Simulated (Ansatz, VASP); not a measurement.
# CuI: VASP beside Ansatz

INCAR

```
PREC     = Accurate       # precision mode
ENCUT    = 520            # plane-wave cutoff, eV
EDIFF    = 1E-6           # SCF threshold, eV
ISMEAR   = 0              # smearing method
SIGMA    = 0.01           # smearing width, eV
LREAL    = False          # projectors in reciprocal space
LASPH    = True           # aspherical terms in the spheres
NELM     = 100            # most SCF steps
ALGO     = Normal         # electronic algorithm
ISIF     = 2              # what is computed and relaxed
LWAVE    = False          # write WAVECAR
LCHARG   = True           # write CHGCAR
GGA      = PS             # functional
LELF     = True           # ELF
LVHAR    = True         
NBANDS   = 26             # bands
```

KPOINTS

```
regular mesh
0
Gamma
  4 4 6
```

The input POSCAR:

```
CuI
1.0
    3.7331675900     -3.7110863700      0.0000000000
    3.7331675900      3.7110863700      0.0000000000
    0.0000000000      0.0000000000      4.3069976700
Cu I
2 2
Direct
    0.4204388300      0.5795611700      0.7500000000
    0.5795611700      0.4204388300      0.2500000000
    0.7700426800      0.2299573200      0.7500000000
    0.2299573200      0.7700426800      0.2500000000
```

Input for Ansatz:

```yaml
crystal:
  lattice:
    - [3.73316759, -3.71108637, 0.0]
    - [3.73316759, 3.71108637, 0.0]
    - [0.0, 0.0, 4.30699767]
  atoms:
    - { symbol: Cu, position: [0.42043883, 0.57956117, 0.75] }
    - { symbol: Cu, position: [0.57956117, 0.42043883, 0.25] }
    - { symbol: I, position: [0.77004268, 0.22995732, 0.75] }
    - { symbol: I, position: [0.22995732, 0.77004268, 0.25] }
kpoints:
  mp_grid:
    grid: [4, 4, 6]
    shift: [0.0, 0.0, 0.0]
hamiltonian:
  xc: pbesol
scf:
  occupations:
    method: fixed
output:
  stress: true
  eigenvalues: true
```

Alike in both runs: task single point; functional PBEsol; k mesh 4 × 4 × 6; no spin polarisation.

|  | VASP | Ansatz |
| --- | --- | --- |
| version | VASP 6.6.1 | Ansatz 0.2.0 |
| potentials or method | VASP PAW PBE potentials, release 64 (Cu, I) | plane waves, PAW |
| plane-wave cutoff (eV) | 520 | 420 |
| occupations | gaussian, width 0.01 eV | fixed |
| valence electrons in the cell | 36 | 72 |

```tsv
	VASP	Ansatz	Ansatz less VASP
gap on the k mesh at the Fermi level (eV)	0.94	0.93	-0.010
pressure (GPa)	-1.3	-1.3	+0.02
traceless stress, the component that is largest in VASP (GPa)	0.74	0.85	+0.115
```

VASP's potentials were made for PBE, not for PBEsol. VASP's potentials hold 36 valence electrons a cell and Ansatz's 72, so a difference there can come from the potentials and not from the codes.

Neither program's run includes spin-orbit coupling.
